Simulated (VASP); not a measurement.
# NaBe4 (P1) in VASP: relaxation of cell and atoms with PBE

Aim: the relaxation of cell and atoms of NaBe4 with PBE.

All numbers are computed with VASP 6.6.1; they aren't measurements. Logs are shortened: lines on timing, memory, paths and dates and some standing lists are left out, and cuts for length are marked.

## Step 1: The cell of the first run

The typed cell holds 10 atoms: a = 4.009 Å, b = 3.888 Å, c = 7.909 Å, α = 90.28°, β = 89.10°, γ = 88.21°.

## Step 2: Relaxation of cell and atoms, PBE

INCAR reads:

```
PREC = Accurate
ENCUT = 600
EDIFF = 1E-7
ISMEAR = 0
SIGMA = 0.2
LREAL = False
LASPH = True
NELM = 80
ALGO = Fast
ISIF = 3
LWAVE = False
LCHARG = False
GGA = PE
IBRION = 2
NSW = 80
EDIFFG = -0.025
```

KPOINTS reads:

```
regular mesh
0
Gamma
  6 6 4
```

POSCAR reads:

```
NaBe4
1.0
    0.0315179653      4.0084314029      0.0616013630
   -0.0099411764      0.0616013630      3.8871205784
    7.9082937907      0.0630359305     -0.0198823527
Na Be
2 8
Direct
    0.4249365160      0.5395071281      0.2426952207
    0.5131545528      0.4577022283      0.7657545014
    1.0263779588     -0.0320018256      0.2743797316
    1.0497732286      0.0683246743      0.7416784027
    0.5026117496     -0.0347617276      0.0047722193
    0.5500428653      0.0341771424      0.5097099906
    0.9665408719      0.4840711886     -0.0270248094
    0.9534564847      0.5145871165      0.4893092228
    0.9978353465      1.0002991016     -0.0062342435
    1.0152704258     -0.0319050265      0.5049597638
```

Potentials or basis: VASP PAW PBE potentials, release 64 (Na_pv, Be).

Command:

```bash
$ cat potpaw_PBE.64/Na_pv/POTCAR potpaw_PBE.64/Be/POTCAR > POTCAR
$ mpirun -np 1 vasp_std > vasp.out
```

OUTCAR:

```text
PREC = Accurate
   ENCUT = 600
   EDIFF = 1E-7
   ISMEAR = 0
   LREAL = False
   LASPH = True
   NELM = 80
   ISIF = 3
   GGA = PE
   IBRION = 2
   NSW = 80
   EDIFFG = -0.025

 ion  position               nearest neighbor table
   1  0.425  0.540  0.243-   3 2.28   5 2.53
   2  0.513  0.458  0.766-   4 2.44   7 2.47
   3  0.026  0.968  0.274-  10 1.82   9 2.23   1 2.28
   4  0.050  0.068  0.742-  10 1.92   9 2.02   2 2.44
   5  0.503  0.965  0.005-   9 1.99   9 2.03   1 2.53
   6  0.550  0.034  0.510-  10 1.87  10 2.17
   7  0.967  0.484  0.973-   9 1.89   9 2.02   2 2.47
   8  0.953  0.515  0.489-  10 1.79  10 2.14
   9  0.998  0.000  0.994-   7 1.89   5 1.99   4 2.02   7 2.02   5 2.03   3 2.23
  10  0.015  0.968  0.505-   8 1.79   3 1.82   6 1.87   4 1.92   8 2.14   6 2.17

  LATTYP: Found a triclinic cell.
 ALAT       =     5.4967066041
 B/A-ratio  =     0.7072637588
 C/A-ratio  =     1.4387833614
 COS(alpha) =     0.0049444510
 COS(beta)  =     0.0150151173
 COS(gamma) =     0.6845176854

  Lattice vectors:

 A1 = (  -0.0414591417,  -3.9468300399,   3.8255192154)
 A2 = (  -0.0099411764,   0.0616013630,   3.8871205784)
 A3 = (  -7.9082937907,  -0.0630359305,   0.0198823527)

Analysis of symmetry for initial positions (statically):
=====================================================================
 Subroutine PRICEL returns:
 Original cell was already a primitive cell.

 Routine SETGRP: Setting up the symmetry group for a
 triclinic supercell.

 Subroutine GETGRP returns: Found  1 space group operations
 (whereof  1 operations were pure point group operations)
 out of a pool of  2 trial point group operations.

The static configuration has the point symmetry C_1 .

Analysis of symmetry for dynamics (positions and initial velocities):
=====================================================================
 Subroutine PRICEL returns:
 Original cell was already a primitive cell.

 Routine SETGRP: Setting up the symmetry group for a
 triclinic supercell.

 Subroutine GETGRP returns: Found  1 space group operations
 (whereof  1 operations were pure point group operations)
 out of a pool of  2 trial point group operations.

The dynamic configuration has the point symmetry C_1 .

 Subroutine INISYM returns: Found  1 space group operations
 (whereof  1 operations are pure point group operations),
 and found     1 'primitive' translations

----------------------------------------------------------------------------------------

                                     Primitive cell

  volume of cell :     123.1825

  direct lattice vectors                    reciprocal lattice vectors
     0.031517965  4.008431403  0.061601363    -0.001999090  0.249550720 -0.003959882
    -0.009941176  0.061601363  3.887120578     0.000678506 -0.003959882  0.257324325
     7.908293791  0.063035931 -0.019882353     0.126458346 -0.000999545  0.000339253

  length of vectors
     4.009028613  3.887621374  7.908570005     0.249590141  0.257355686  0.126462751

  position of ions in fractional coordinates (direct lattice)
     0.424936516  0.539507128  0.242695221
     0.513154553  0.457702228  0.765754501
     0.026377959  0.967998174  0.274379732
     0.049773229  0.068324674  0.741678403
     0.502611750  0.965238272  0.004772219
     0.550042865  0.034177142  0.509709991
     0.966540872  0.484071189  0.972975191
     0.953456485  0.514587117  0.489309223
     0.997835346  0.000299102  0.993765756
     0.015270426  0.968094974  0.504959764

  ion indices of the primitive-cell ions
   primitive index   ion index
                 1           1
                 2           2
                 3           3
                 4           4
                 5           5
                 6           6
                 7           7
                 8           8
                 9           9
                10          10

----------------------------------------------------------------------------------------

 KPOINTS: regular mesh

Automatic generation of k-mesh.
 Grid dimensions read from file:
 generate k-points for:    6    6    4

 Generating k-lattice:

  Cartesian coordinates                     Fractional coordinates (reciprocal lattice)
    -0.000333182  0.041591787 -0.000659980     0.166666667  0.000000000  0.000000000
     0.000113084 -0.000659980  0.042887388     0.000000000  0.166666667  0.000000000
     0.031614586 -0.000249886  0.000084813     0.000000000  0.000000000  0.250000000

  Length of vectors
     0.041598357  0.042892614  0.031615688

  Shift w.r.t. Gamma in fractional coordinates (k-lattice)
     0.000000000  0.000000000  0.000000000

 Subroutine IBZKPT returns following result:
 ===========================================

 Found     76 irreducible k-points:

 Following reciprocal coordinates:
            Coordinates               Weight
  0.000000  0.000000  0.000000      1.000000
  0.166667  0.000000 -0.000000      2.000000
  0.333333 -0.000000 -0.000000      2.000000
  0.500000 -0.000000 -0.000000      1.000000
 -0.000000  0.166667  0.000000      2.000000
  0.166667  0.166667  0.000000      2.000000
[... 16 lines left out ...]
  0.333333 -0.000000  0.250000      2.000000
  0.500000 -0.000000  0.250000      2.000000
 [... further k-points ...]
   k-points           NKPTS =     76   k-points in BZ     NKDIM =     76   number of bands    NBANDS=     21
   number of dos      NEDOS =    301   number of ions     NIONS =     10
   total plane-waves  NPLWV =  65536
   dimension x,y,z NGX =    32 NGY =   32 NGZ =   64
   dimension x,y,z NGXF=    64 NGYF=   64 NGZF=  128
   ions per type =               2   8
   NGX,Y,Z   is equivalent  to a cutoff of  13.27, 13.68, 13.45 a.u.
   NGXF,Y,Z  is equivalent  to a cutoff of  26.54, 27.37, 26.91 a.u.
 SYSTEM =  unknown system
   PREC   = accura    normal or accurate (medium, high low for compatibility)
   ISTART =      0    job   : 0-new  1-cont  2-samecut
   ICHARG =      2    charge: 1-file 2-atom 10-const
   ISPIN  =      1    spin polarized calculation?
   LNONCOLLINEAR =      F non collinear calculations
   LSORBIT =      F    spin-orbit coupling
   LASPH  =      T    aspherical Exc in radial PAW
   ENCUT  =  600.0 eV  44.10 Ry    6.64 a.u.   8.01  7.76 15.80*2*pi/ulx,y,z
   NELM   =     80;   NELMIN=  2; NELMDL= -5     # of ELM steps
   EDIFF  = 0.1E-06   stopping-criterion for ELM
   LREAL  =      F    real-space projection
   EDIFFG = -.3E-01   stopping-criterion for IOM
   NSW    =     80    number of steps for IOM
   IBRION =      2    ionic relax: 0-MD 1-quasi-New 2-CG
   NFREE  =      1    steps in history (QN), initial steepest desc. (CG)
   ISIF   =      3    stress and relaxation
   ISYM   =      2    0-nonsym 1-usesym 2-fastsym
   POTIM  = 0.5000    time-step for ionic-motion
   TEBEG  =    0.0;   TEEND  =   0.0 temperature during run
   PSTRESS=    0.0 pullay stress
   NELECT =      30.0000    total number of electrons
   NUPDOWN=      -1.0000    fix difference up-down
   EMIN   =  10.00;   EMAX   =-10.00  energy-range for DOS
   EFERMI =   0.00;   METHOD = LEGACY
   ISMEAR =     0;   SIGMA  =   0.20  broadening in eV -4-tet -1-fermi 0-gaus
   EFERMI_NEDOS =   21; number of points for ismear=-14 and -15
   IALGO  =     68    algorithm
   IMIX   =      4    mixing-type and parameters
     AMIX     =   0.40;   BMIX     =  1.00
     AMIX_MAG =   1.60;   BMIX_MAG =  1.00
  volume/ion in A,a.u.               =      12.32        83.13
  Fermi-wavevector in a.u.,A,eV,Ry     =   1.022348  1.931958 14.220754  1.045196
  Thomas-Fermi vector in A             =   2.156023
   LORBIT       =      0    0 simple, 1 ext, 2 COOP (PROOUT), +10 PAW based schemes
   GGA     = PE    functional components
   LHFCALC =     F    Hartree Fock is set to
   AEXX    =    0.0000 exact exchange contribution
   IVDW    =     0    specifies the selected vdW correction
   LEPSILON=     F    determine dielectric tensor
   LRPA    =     F    only Hartree local field effects (RPA)
 conjugate gradient relaxation of ions
 non-spin polarized calculation
 RMM-DIIS sequential band-by-band and
 Gauss-broadening in eV      SIGMA  =   0.20
  energy-cutoff  :      600.00
  volume of cell :      123.18
 maximum number of plane-waves:      4134
   NGX = 17   NGY = 15   NGZ = 31

--------------------------------------- Ionic step        1  -------------------------------------------

 number of electron      29.9999988 magnetization

 Free energy of the ion-electron system (eV)
  ---------------------------------------------------
  ext. energy  EPLUGINS =         0.00000000
  ---------------------------------------------------
  free energy    TOTEN  =       -25.61320274 eV

  energy without entropy =      -25.57901107  energy(sigma->0) =      -25.59610691

------------------------ aborting loop because EDIFF is reached ----------------------------------------

  FORCE on cell =-STRESS in cart. coord.  units (eV):
  Direction    XX          YY          ZZ          XY          YZ          ZX
  --------------------------------------------------------------------------------------
  -------------------------------------------------------------------------------------
  Total        2.8716490      1.3196418      5.8838616      0.1003650     -0.2331199      0.9093989
  in kB       37.3501844     17.1639583     76.5286124      1.3053997     -3.0320800     11.8281223
  external PRESSURE =      43.6809184 kB  Pullay stress =       0.0000000 kB
[... 113 lines left out ...]
  FREE ENERGIE OF THE ION-ELECTRON SYSTEM (eV)
  ---------------------------------------------------
  free  energy   TOTEN  =       -26.5348238937 eV

  energy  without entropy=      -26.4993147641  energy(sigma->0) =      -26.51706933

[... ionic steps 4 to 45 ...]

--------------------------------------- Ionic step       46  -------------------------------------------

 number of electron      30.0000025 magnetization

------------------------ aborting loop because EDIFF is reached ----------------------------------------

  FORCE on cell =-STRESS in cart. coord.  units (eV):
  Direction    XX          YY          ZZ          XY          YZ          ZX
  --------------------------------------------------------------------------------------
  -------------------------------------------------------------------------------------
  Total       -0.1067563     -0.0927603      0.0383598     -0.0461022     -0.0349293     -0.0007963
  in kB       -1.3469296     -1.1703441      0.4839797     -0.5816650     -0.4406987     -0.0100472
  external PRESSURE =      -0.6777647 kB  Pullay stress =       0.0000000 kB
[... 73 lines left out ...]
  energy  without entropy=      -27.6921949813  energy(sigma->0) =      -27.72058391

--------------------------------------- Ionic step       48  -------------------------------------------

 number of electron      30.0000025 magnetization

 Free energy of the ion-electron system (eV)
  ---------------------------------------------------
  ext. energy  EPLUGINS =         0.00000000
  ---------------------------------------------------
  free energy    TOTEN  =       -27.74936537 eV

  energy without entropy =      -27.69272993  energy(sigma->0) =      -27.72104765

 E-fermi :   2.9505     XC(G=0):  -9.1463

 val. band max:        2.9272552049   @ k =   0.3333   0.5000   0.0000
 cond. band min:       2.9804042003   @ k =  -0.0000   0.3333   0.2500
 fundamental gap:      0.0531489955
 Fermi energy:         2.9505424451

 k-point     1 :       0.0000    0.0000    0.0000
  band No.  band energies     occupation
      1     -20.2007      2.00000
      2     -20.1980      2.00000
      3     -20.1743      2.00000
      4     -20.1544      2.00000
      5     -20.1530      2.00000
      6     -20.1505      2.00000
[... 550 lines left out ...]
      5     -20.1519      2.00000
      6     -20.1500      2.00000
[... 13 lines left out ...]
     20       7.0458      0.00000
     21       7.1156      0.00000

 [... further k-points ...]
[... 5 lines left out ...]
  --------------------------------------------------------------------------------------
  -------------------------------------------------------------------------------------
  Total       -0.0145119     -0.0121447     -0.0195814     -0.0102162      0.0103107      0.0004094
  in kB       -0.1831794     -0.1532984     -0.2471699     -0.1289562      0.1301491      0.0051682
  external PRESSURE =      -0.1945492 kB  Pullay stress =       0.0000000 kB
[... 25 lines left out ...]
  FREE ENERGIE OF THE ION-ELECTRON SYSTEM (eV)
  ---------------------------------------------------
  free  energy   TOTEN  =       -27.7493653676 eV

  energy  without entropy=      -27.6927299286  energy(sigma->0) =      -27.72104765

 reached required accuracy - stopping structural energy minimisation
```

It took 46 min on 1 thread of Intel Xeon 6975P-C (Granite Rapids), shared host; peak memory 0.41 GiB.

Results:

| Item | Value |
| --- | --- |
| Free energy | -27.7494 eV |
| Relaxed volume | 12.69 Å³/atom |
| Relaxed cell | a = 4.276 Å, b = 3.858 Å, c = 7.694 Å, α = 90.00°, β = 89.93°, γ = 90.03° |
| Space group after relaxing (to 0.1 Å) | P4/mmm (No. 123) |
| Energy gained by relaxing | 213.6 meV/atom |
| Ionic steps | 48 |
| Pressure after relaxing | 0.0 GPa |
| Largest force after relaxing | 0.023 eV/Å |
| Band gap on the k mesh | zero (bands 15 and 16 overlap by 2.53 eV) |

Forces in eV/Å, atoms in the order of the input:
```
Na   0.001  0.000 -0.008
Na   0.001 -0.004 -0.001
Be   0.003 -0.001  0.000
Be   0.009  0.003  0.001
Be  -0.002 -0.011  0.008
Be  -0.018  0.009 -0.011
Be   0.003 -0.006  0.011
Be   0.002 -0.003 -0.002
Be   0.003  0.000 -0.001
Be  -0.002  0.013  0.004
```

The path:
| step | energy change (eV) | largest force (eV/Å) | pressure (GPa) | volume (Å³) |
| --- | --- | --- | --- | --- |
| 1 | 0.0000 | 3.1104 | 4.37 | 123.18 |
| 3 | -0.9216 | 1.1942 | -0.62 | 129.87 |
| 5 | -1.2899 | 0.6855 | -1.47 | 130.17 |
| 7 | -1.3875 | 0.4713 | 0.37 | 125.73 |
| 9 | -1.4433 | 0.4182 | 0.64 | 124.96 |
| 11 | -1.5109 | 0.4451 | -0.57 | 127.58 |
| 13 | -1.5811 | 0.3400 | -0.78 | 127.97 |
| 15 | -1.6443 | 0.3961 | 1.14 | 124.02 |
| 17 | -1.7090 | 0.3602 | 0.97 | 124.26 |
| 19 | -1.7400 | 0.3324 | 0.21 | 125.73 |
| 21 | -1.7903 | 0.2519 | -0.62 | 127.55 |
| 23 | -1.8362 | 0.3782 | 0.27 | 125.96 |
| 25 | -1.9137 | 0.4135 | 0.33 | 125.60 |
| 27 | -1.9892 | 0.3502 | -0.73 | 127.99 |
| 29 | -2.0355 | 0.3973 | 0.07 | 126.68 |
| 31 | -2.0612 | 0.3004 | -0.04 | 126.66 |
| 33 | -2.0905 | 0.2463 | 0.33 | 126.38 |
| 35 | -2.1122 | 0.2062 | -0.44 | 127.78 |
| 37 | -2.1233 | 0.1089 | 0.08 | 126.88 |
| 39 | -2.1298 | 0.0796 | -0.02 | 126.93 |
| 41 | -2.1320 | 0.0490 | 0.03 | 126.86 |
| 43 | -2.1338 | 0.0546 | -0.08 | 127.00 |
| 45 | -2.1352 | 0.0433 | 0.11 | 126.67 |
| 47 | -2.1358 | 0.0293 | -0.03 | 126.92 |
| 48 | -2.1362 | 0.0231 | -0.02 | 126.93 |

Final structure:
```cif
data_structure
_symmetry_space_group_name_H-M 'P 1'
_symmetry_Int_Tables_number 1
_cell_length_a 4.2763
_cell_length_b 3.8577
_cell_length_c 7.6942
_cell_angle_alpha 90.004
_cell_angle_beta 89.934
_cell_angle_gamma 90.031
_cell_volume 126.93
loop_
_atom_site_label
_atom_site_type_symbol
_atom_site_fract_x
_atom_site_fract_y
_atom_site_fract_z
_atom_site_occupancy
Na1 Na 0.40009 0.50083 0.24993 1
Na2 Na 0.40025 0.49997 0.74991 1
Be1 Be 0.89999 0.00063 0.25009 1
Be2 Be 0.90005 0.00000 0.75001 1
Be3 Be 0.66835 0.99756 0.00014 1
Be4 Be 0.66468 0.00200 0.50047 1
Be5 Be 0.90094 0.49723 0.99977 1
Be6 Be 0.89966 0.50205 0.49983 1
Be7 Be 0.13475 0.99806 0.99988 1
Be8 Be 0.13123 0.00167 0.49997 1
```

The gap in the log of VASP goes by the Fermi energy; the results here count the filled bands.